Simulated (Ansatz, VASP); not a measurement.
Two plane-wave programs on AlN

```xyz
4
Lattice="2.4118 1.3925 3.5005 -2.4118 1.3925 3.5005 0.0000 -2.7850 3.5005" Properties=species:S:1:pos:R:3 pbc="T T T"
Al    0.0000    0.0000    4.7842
Al    0.0000    0.0000    7.6646
N     0.0000    0.0000    1.7774
N     0.0000    0.0000    2.9574
```

Alike in both runs: functional PBE; k mesh 4 × 4 × 4; occupations gaussian, width 0.15 eV; no spin polarisation.

Ansatz relaxed the structure, and its values are those at the end. VASP's run is a single point on that final structure, the one shown.

```csv
,VASP,Ansatz
version,VASP 6.6.1,Ansatz 0.2.0
potentials or method,"VASP PAW PBE potentials, release 64 (Al, N), cutoff 600 eV","scalar-relativistic, plane waves, PAW"
valence electrons in the cell,16,16
```

VASP gave:

```
gap on the k mesh at the Fermi level (eV) : none
pressure (GPa)                            : 0.5
rms of the force components (eV/Å)        : 0.210
```

Question: Estimate Ansatz's values.

Answer: gap on the k mesh at the Fermi level (eV): none; pressure (GPa): 0.2; rms of the force components (eV/Å): 0.004.

A gap of «none» marks a metal or a gap that the smearing closes. One of these differences is far larger than is usual between the two programs; its cause wasn't traced.

The k mesh is coarse, so the values compare programs but aren't converged. Noted on VASP's run: the standard files for N, O and F lose accuracy on very short bonds.
